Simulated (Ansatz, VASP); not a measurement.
Two plane-wave programs on Mg3SiO

INCAR

```
SYSTEM = Mg3SiO
PREC = Accurate
ENCUT = 520
EDIFF = 1E-7
ISMEAR = -1
SIGMA = 0.02
LREAL = .False.
LASPH = .True.
NELM = 60
ALGO = Normal
ISIF = 2
LWAVE = .False.
LCHARG = .False.
GGA = PE
NBANDS = 16
```

Contents of KPOINTS:

```
Automatic mesh
0
Gamma
  6 6 6
  0 0 0
```

File POSCAR:

```
Mg3SiO
1.0
    4.2624255679      0.0000000000      0.0000000000
    0.0000000000      4.2624255679      0.0000000000
    0.0000000000      0.0000000000      4.2624255679
Si O Mg
1 1 3
Direct
    0.0000000000      0.0000000000      0.0000000000
    0.5000000000      0.5000000000      0.5000000000
    0.5000000000      0.5000000000      0.0000000000
    0.5000000000      0.0000000000      0.5000000000
    0.0000000000      0.5000000000      0.5000000000
```

Input for Ansatz:

```yaml
crystal:
  lattice:
    - [4.2624255679, 0.0, 0.0]
    - [0.0, 4.2624255679, 0.0]
    - [0.0, 0.0, 4.2624255679]
  atoms:
    - { symbol: Si, position: [0.0, 0.0, 0.0] }
    - { symbol: O, position: [0.5, 0.5, 0.5] }
    - { symbol: Mg, position: [0.5, 0.5, 0.0] }
    - { symbol: Mg, position: [0.5, 0.0, 0.5] }
    - { symbol: Mg, position: [0.0, 0.5, 0.5] }
kpoints:
  mp_grid: { grid: [6, 6, 6] }
hamiltonian:
  xc: pbe
scf:
  occupations: { method: fermi_dirac, width: 0.02 }
  n_extra_bands: 5
output:
  forces: true
  stress: true
  eigenvalues: true
```

Alike in both runs: task single point; functional PBE; k mesh 6 × 6 × 6; occupations fermi-dirac, width 0.02 eV; no spin polarisation.

```csv
,VASP,Ansatz
version,VASP 6.6.1,Ansatz 0.2.0
potentials or method,"VASP PAW PBE potentials, release 64 (Si, O, Mg)","plane waves, PAW"
plane-wave cutoff (eV),520,420
valence electrons in the cell,16,40
```

```csv
,VASP,Ansatz,Ansatz less VASP
pressure (GPa),-2.5,-2.2,+0.32
```

With one functional, cell and mesh, what is left measures potentials, basis and numerics. VASP's potentials hold 16 valence electrons a cell and Ansatz's 40, so a difference there can come from the potentials and not from the codes.
